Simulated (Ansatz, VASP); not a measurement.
# Two plane-wave programs on In3H

```
CELL_PARAMETERS angstrom
4.52998 0.00000 0.00000
0.00000 4.52998 0.00000
0.00000 0.00000 4.52998
ATOMIC_POSITIONS crystal
In 0.00000 0.50000 0.50000
In 0.50000 0.00000 0.50000
In 0.50000 0.50000 0.00000
H 0.00000 0.00000 0.00000
```

Alike in both runs: task relaxation of cell and atoms; functional PBE; k mesh 10 × 10 × 10; occupations gaussian, width 0.1 eV; no spin polarisation.

|  | VASP | Ansatz |
| --- | --- | --- |
| version | VASP 6.6.1 | Ansatz 0.2.0 |
| potentials or method | VASP PAW PBE potentials, release 64 (In_d, H), cutoff 600 eV | scalar-relativistic, plane waves, PAW |
| valence electrons in the cell | 40 | 40 |

Ansatz gave:

| Quantity | Value |
| --- | --- |
| gap on the k mesh at the Fermi level, each at its own relaxed structure (eV) | none |
| relaxed volume (Å³/atom) | 22.85 |
| relaxed length of the cell vector where the two differ most in proportion (Å) | 4.504 |

Problem. Estimate VASP's values.

Solution. gap on the k mesh at the Fermi level, each at its own relaxed structure (eV): none; relaxed volume (Å³/atom): 22.83; relaxed length of the cell vector where the two differ most in proportion (Å): 4.503.

A gap of «none» marks a metal or a gap that the smearing closes.
